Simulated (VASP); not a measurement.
# Al3C2 (P-6m2) in VASP: a series of runs, part 2 of 2

VASP 6.6.1.

### Step 3. Relaxation of cell and atoms, PBE, collinear spin, ferromagnetic start

This run uses another cell than the first one, of 17.11 Å³/atom, 0.913 times its volume.

Contents of INCAR:

```
  PREC = Accurate
  ENCUT = 600
  EDIFF = 1E-7
  ISMEAR = 0
  SIGMA = 0.1
  LREAL = False
  LASPH = True
  NELM = 150
  ALGO = Normal
  ISIF = 3
  LWAVE = False
  LCHARG = False
  ISPIN = 2
  MAGMOM = 0 0 0 1 1
  LORBIT = 11
  GGA = PE
  IBRION = 2
  NSW = 90
  EDIFFG = -0.04
```

Contents of KPOINTS:

```
regular mesh
0
Gamma
  6 6 2
```

Contents of POSCAR:

```
Al3C2
1.0
    3.4374754100      0.0000000000      0.0000000000
   -1.7187377000      2.9769410300      0.0000000000
    0.0000000000      0.0000000000      8.3576737800
Al C
3 2
Direct
    0.6666666700      0.3333333300      0.0000000000
    0.3333333300      0.6666666700      0.5000000000
    0.3333333300      0.6666666700      0.0000000000
    0.0000000000      0.0000000000      0.1172691800
    0.0000000000      0.0000000000      0.8827308200
```

Potentials or basis: VASP PAW PBE potentials, release 64 (Al, C).

Started as:

```bash
$ cat potpaw_PBE.64/Al/POTCAR potpaw_PBE.64/C/POTCAR > POTCAR
$ mpirun -np 1 vasp_std > vasp.out
```

OUTCAR:

```text
PREC = Accurate
   ENCUT = 600
   EDIFF = 1E-7
   ISMEAR = 0
   LREAL = False
   LASPH = True
   NELM = 150
   ISIF = 3
   ISPIN = 2
   LORBIT = 11
   GGA = PE
   IBRION = 2
   NSW = 90
   EDIFFG = -0.04

 ion  position               nearest neighbor table
   1  0.667  0.333  0.000-   3 1.98   3 1.98   3 1.98   5 2.21   4 2.21   4 2.21   5 2.21   4 2.21
                             5 2.21
   2  0.333  0.667  0.500-
   3  0.333  0.667  0.000-   1 1.98   1 1.98   1 1.98   5 2.21   4 2.21   5 2.21   4 2.21   5 2.21
                             4 2.21
   4  0.000  0.000  0.117-   5 1.96   3 2.21   1 2.21   3 2.21   1 2.21   1 2.21   3 2.21
   5  0.000  0.000  0.883-   4 1.96   3 2.21   1 2.21   3 2.21   1 2.21   1 2.21   3 2.21

  LATTYP: Found a hexagonal cell.
 ALAT       =     3.4374754100
 C/A-ratio  =     2.4313406739

  Lattice vectors:

 A1 = (   3.4374754100,   0.0000000000,   0.0000000000)
 A2 = (  -1.7187377000,   2.9769410300,   0.0000000000)
 A3 = (   0.0000000000,   0.0000000000,   8.3576737800)

Analysis of symmetry for initial positions (statically):
=====================================================================
 Subroutine PRICEL returns:
 Original cell was already a primitive cell.

 Routine SETGRP: Setting up the symmetry group for a
 hexagonal supercell.

 Subroutine GETGRP returns: Found 12 space group operations
 (whereof 12 operations were pure point group operations)
 out of a pool of 24 trial point group operations.

The static configuration has the point symmetry D_3h.

Analysis of symmetry for dynamics (positions and initial velocities):
=====================================================================
 Subroutine PRICEL returns:
 Original cell was already a primitive cell.

 Routine SETGRP: Setting up the symmetry group for a
 hexagonal supercell.

 Subroutine GETGRP returns: Found 12 space group operations
 (whereof 12 operations were pure point group operations)
 out of a pool of 24 trial point group operations.

The dynamic configuration has the point symmetry D_3h.

Analysis of structural, dynamic, and magnetic symmetry:
=====================================================================
 Subroutine PRICEL returns:
 Original cell was already a primitive cell.

 Routine SETGRP: Setting up the symmetry group for a
 hexagonal supercell.

 Subroutine GETGRP returns: Found 12 space group operations
 (whereof 12 operations were pure point group operations)
 out of a pool of 24 trial point group operations.

The overall configuration has the point symmetry D_3h.

 Subroutine INISYM returns: Found 12 space group operations
 (whereof 12 operations are pure point group operations),
 and found     1 'primitive' translations

----------------------------------------------------------------------------------------

                                     Primitive cell

  volume of cell :      85.5254

  direct lattice vectors                    reciprocal lattice vectors
     3.437475410  0.000000000  0.000000000     0.290911172  0.167957643  0.000000000
    -1.718737700  2.976941030  0.000000000     0.000000000  0.335915287  0.000000000
     0.000000000  0.000000000  8.357673780     0.000000000  0.000000000  0.119650518

  length of vectors
     3.437475410  3.437475408  8.357673780     0.335915287  0.335915287  0.119650518

  position of ions in fractional coordinates (direct lattice)
[... 96 lines left out ...]
  Fermi-wavevector in a.u.,A,eV,Ry     =   0.955416  1.805475 12.419679  0.912821
  Thomas-Fermi vector in A             =   2.084252
   LORBIT       =     11    0 simple, 1 ext, 2 COOP (PROOUT), +10 PAW based schemes
   GGA     = PE    functional components
   LHFCALC =     F    Hartree Fock is set to
   AEXX    =    0.0000 exact exchange contribution
   IVDW    =     0    specifies the selected vdW correction
   LEPSILON=     F    determine dielectric tensor
   LRPA    =     F    only Hartree local field effects (RPA)
 conjugate gradient relaxation of ions
 spin polarized calculation
 Gauss-broadening in eV      SIGMA  =   0.10
  energy-cutoff  :      600.00
  volume of cell :       85.53
 maximum number of plane-waves:      2866
 NGX is ok and might be reduce to    28
   NGX = 13   NGY = 13   NGZ = 33

--------------------------------------- Ionic step        1  -------------------------------------------

 number of electron      17.0000001 magnetization       0.1821997

 number of electron      17.0000001 magnetization      -0.5838909

 Free energy of the ion-electron system (eV)
  ---------------------------------------------------
  ext. energy  EPLUGINS =         0.00000000
  ---------------------------------------------------
  free energy    TOTEN  =       -16.56340879 eV

  energy without entropy =      -16.54789294  energy(sigma->0) =      -16.55565087

------------------------ aborting loop because EDIFF is reached ----------------------------------------

  FORCE on cell =-STRESS in cart. coord.  units (eV):
  Direction    XX          YY          ZZ          XY          YZ          ZX
  --------------------------------------------------------------------------------------
  -------------------------------------------------------------------------------------
  Total       16.1539212     16.1539212     -1.8888894      0.0000000      0.0000000     -0.0000000
  in kB      302.6169814    302.6169814    -35.3852172      0.0000005      0.0000000     -0.0000000
  external PRESSURE =     189.9495818 kB  Pullay stress =       0.0000000 kB
[... 98 lines left out ...]
  FREE ENERGIE OF THE ION-ELECTRON SYSTEM (eV)
  ---------------------------------------------------
  free  energy   TOTEN  =       -18.8517218151 eV

  energy  without entropy=      -18.8380297495  energy(sigma->0) =      -18.84487578

 E-fermi :   3.8069     XC(G=0):  -8.8877

 val. band max:        3.7360219324   @ k =   0.3333   0.3333   0.0000
 cond. band min:       3.8996110393   @ k =   0.3333  -0.0000   0.5000
 fundamental gap:      0.1635891069
 Fermi energy:         3.8069110415

 spin component 1

 k-point     1 :       0.0000    0.0000    0.0000
  band No.  band energies     occupation
      1     -11.0379      1.00000
      2      -3.1515      1.00000
      3      -2.0807      1.00000
      4      -0.5353      1.00000
      5      -0.5353      1.00000
      6       1.2551      1.00000
      7       3.1366      1.00000
      8       3.3281      1.00000
      9       3.3281      1.00000
     10       3.7257      0.87474
     11       5.4719      0.00000
[... 423 lines left out ...]
  band No.  band energies     occupation
      1     -10.7309      1.00000
      2      -3.2480      1.00000
      3      -2.9625      1.00000
      4      -1.7101      1.00000
      5      -0.6353      1.00000
      6       1.4948      1.00000
      7       2.1388      1.00000
      8       2.9726      1.00000
      9       3.6781      0.96574
     10       4.7952      0.00000
     11       6.3243      0.00000
     12       7.0662      0.00000
     13       8.3713      0.00000

[... ionic steps 4 to 32 ...]

--------------------------------------- Ionic step       33  -------------------------------------------

 number of electron      17.0000000 magnetization       0.0000006

 number of electron      17.0000000 magnetization      -0.0000003
[... 79 lines left out ...]
 number of electron      17.0000000 magnetization       0.0000000

 number of electron      17.0000000 magnetization      -0.0000009

 Free energy of the ion-electron system (eV)
  ---------------------------------------------------
  ext. energy  EPLUGINS =         0.00000000
  ---------------------------------------------------
  free energy    TOTEN  =       -22.09356352 eV

  energy without entropy =      -22.08070491  energy(sigma->0) =      -22.08713422

 E-fermi :   3.8777     XC(G=0):  -8.9605

 val. band max:        3.7819213363   @ k =   0.1667  -0.0000   0.0000
 cond. band min:       3.9074308119   @ k =   0.1667  -0.0000   0.0000
 fundamental gap:      0.1255094756
 Fermi energy:         3.8777248765

 spin component 1

 k-point     1 :       0.0000    0.0000    0.0000
  band No.  band energies     occupation
      1     -10.8705      1.00000
      2      -3.1825      1.00000
      3      -1.7746      1.00000
      4      -0.3755      1.00000
      5      -0.3755      1.00000
      6       1.5898      1.00000
      7       3.1888      1.00000
      8       3.3397      1.00000
      9       3.3397      1.00000
     10       3.7671      0.94107
     11       5.4751      0.00000
[... 467 lines left out ...]
  FREE ENERGIE OF THE ION-ELECTRON SYSTEM (eV)
  ---------------------------------------------------
  free  energy   TOTEN  =       -22.0935635239 eV

  energy  without entropy=      -22.0807049087  energy(sigma->0) =      -22.08713422

 reached required accuracy - stopping structural energy minimisation

 total charge

# of ion       s       p       d       tot
------------------------------------------
    1        0.531   0.227   0.000   0.759
    2        0.539   0.209   0.000   0.749
    3        0.464   0.330   0.000   0.794
    4        0.959   1.438   0.000   2.397
    5        0.959   1.438   0.000   2.397
--------------------------------------------------
tot          3.454   3.643   0.000   7.097

 magnetization (x)

# of ion       s       p       d       tot
------------------------------------------
    1        0.000   0.000   0.000   0.000
    2       -0.000   0.000   0.000   0.000
    3        0.000   0.000   0.000   0.000
    4       -0.000  -0.000   0.000  -0.000
    5       -0.000  -0.000   0.000  -0.000
--------------------------------------------------
tot          0.000  -0.000   0.000  -0.000
```

CONTCAR:

```text
Al3C2
   1.00000000000000
     4.5597023878509368    0.0000000018823075    0.0000000000000000
    -2.2798511856630008    3.9488181007444707   -0.0000000000000000
    -0.0000000000000000   -0.0000000000000000    5.1419138403272653
  Al              C
     3     2
Direct
     0.6666666699999979    0.3333333300000021    0.0000000000000000
     0.3333333300000021    0.6666666699999979    0.5000000000000000
     0.3333333300000021    0.6666666699999979    0.0000000000000000
     0.0000000000000000    0.0000000000000000    0.1282267340898069
     0.0000000000000000    0.0000000000000000    0.8717732659101929

  0.00000000E+00  0.00000000E+00  0.00000000E+00
  0.00000000E+00  0.00000000E+00  0.00000000E+00
  0.00000000E+00  0.00000000E+00  0.00000000E+00
  0.00000000E+00  0.00000000E+00  0.00000000E+00
  0.00000000E+00  0.00000000E+00  0.00000000E+00
```

Run time: 16 min. Hardware: 1 thread of AMD EPYC 7R13 (Zen 3), shared host; peak memory 0.24 GiB.

What came out:

| Quantity | Value |
| --- | --- |
| Free energy | -22.0936 eV |
| Relaxed volume | 18.52 Å³/atom |
| Relaxed cell | a = 4.560 Å, b = 4.560 Å, c = 5.142 Å, α = 90.00°, β = 90.00°, γ = 120.00° |
| Space group after relaxing (to 0.05 Å) | P-6m2 (No. 187) |
| Energy gained by relaxing | 1106.0 meV/atom |
| Ionic steps | 35 |
| Pressure after relaxing | 0.0 GPa |
| Largest force after relaxing | 0.004 eV/Å |
| Net moment | 0.00 μB per cell |
| Valence electrons inside the program's atomic spheres | Al 0.76, 0.75, 0.79; C 2.40 |

Forces in eV/Å, atoms in the order of the input:
```
Al   0.000  0.000  0.000
Al   0.000  0.000  0.000
Al   0.000  0.000  0.000
C    0.000  0.000  0.004
C    0.000  0.000 -0.004
```

Step by step:
```tsv
step	energy change (eV)	largest force (eV/Å)	pressure (GPa)	volume (Å³)
1	0.0000	0.0447	18.99	85.53
2	-2.1887	2.0142	-1.15	112.18
3	-2.2883	2.2398	-3.76	118.10
4	-3.3823	2.0730	-2.81	114.97
5	57.3699	348.6168	122.28	99.13
6	-2.8576	2.2249	-6.00	114.85
7	-4.2598	4.4526	2.73	108.22
8	-3.8931	1.3292	-4.26	111.14
9	-4.1957	0.4320	-0.94	109.63
10	-4.2956	1.2711	0.75	108.91
11	-4.3058	2.2038	1.31	108.67
12	-4.5008	10.8068	4.06	108.40
13	-4.5962	7.1546	2.79	108.69
14	-4.7744	6.3529	1.65	109.01
15	-5.1040	4.4759	-0.90	109.61
16	-4.8596	2.8527	-3.04	109.15
17	-5.1003	4.6307	-1.42	109.71
18	-5.2343	1.9923	-2.88	109.36
19	-5.2804	0.1636	-4.15	108.98
20	-5.2805	0.2477	-4.20	108.96
21	-5.3026	0.1874	-3.98	108.07
22	-5.3603	0.0179	-3.26	105.43
23	-5.4366	0.5524	-1.70	100.27
24	-5.4140	1.7628	2.66	90.43
25	-5.4574	1.0314	-0.23	96.31
26	-5.4816	0.2081	-0.94	94.59
27	-5.4822	0.4060	-1.03	94.29
28	-5.5069	0.2166	-0.19	92.34
29	-5.5158	0.0443	0.64	90.66
30	-5.5161	0.0090	0.81	90.33
31	-5.5218	0.0054	0.63	90.87
32	-5.5301	0.0738	0.06	92.50
33	-5.5301	0.0811	0.04	92.56
34	-5.5297	0.2099	-0.25	92.65
35	-5.5302	0.0037	-0.04	92.58
```

Final structure:
```
CELL_PARAMETERS angstrom
4.55970 0.00000 0.00000
-2.27985 3.94882 0.00000
0.00000 0.00000 5.14191
ATOMIC_POSITIONS crystal
Al 0.66667 0.33333 0.00000
Al 0.33333 0.66667 0.50000
Al 0.33333 0.66667 0.00000
C 0.00000 0.00000 0.12823
C 0.00000 0.00000 0.87177
```

Levels at points of the mesh, in eV from the Fermi level:
Spin up:
```tsv
k point	band 4	band 5	band 6	band 7	band 8	band 9	band 10	band 11	band 12	band 13
(0.00, 0.00, 0.00)	-4.25	-4.25	-2.29	-0.69	-0.54	-0.54	-0.11	1.60	3.13	3.13
(0.50, 0.00, 0.00)	-4.94	-4.85	-2.13	-1.85	-1.35	1.11	1.81	1.89	2.26	2.47
(0.00, 0.00, 0.50)	-4.19	-4.19	-2.36	-0.68	-0.20	-0.20	0.86	1.95	1.95	3.54
(0.50, 0.00, 0.50)	-4.89	-4.41	-4.05	-1.18	-0.25	0.26	0.66	2.43	4.01	4.15
```
Spin down:
```csv
k point,band 5,band 6,band 7,band 8,band 9,band 10,band 11,band 12
"(0.00, 0.00, 0.00)",-4.25,-2.29,-0.69,-0.54,-0.54,-0.11,1.60,3.13
"(0.50, 0.00, 0.00)",-4.85,-2.13,-1.85,-1.35,1.11,1.81,1.89,2.26
"(0.00, 0.00, 0.50)",-4.19,-2.36,-0.68,-0.20,-0.20,0.86,1.95,1.95
"(0.50, 0.00, 0.50)",-4.41,-4.05,-1.18,-0.25,0.26,0.66,2.43,4.01
```

Caveat: the k points lie up to 0.61 Å⁻¹ apart in the final cell.
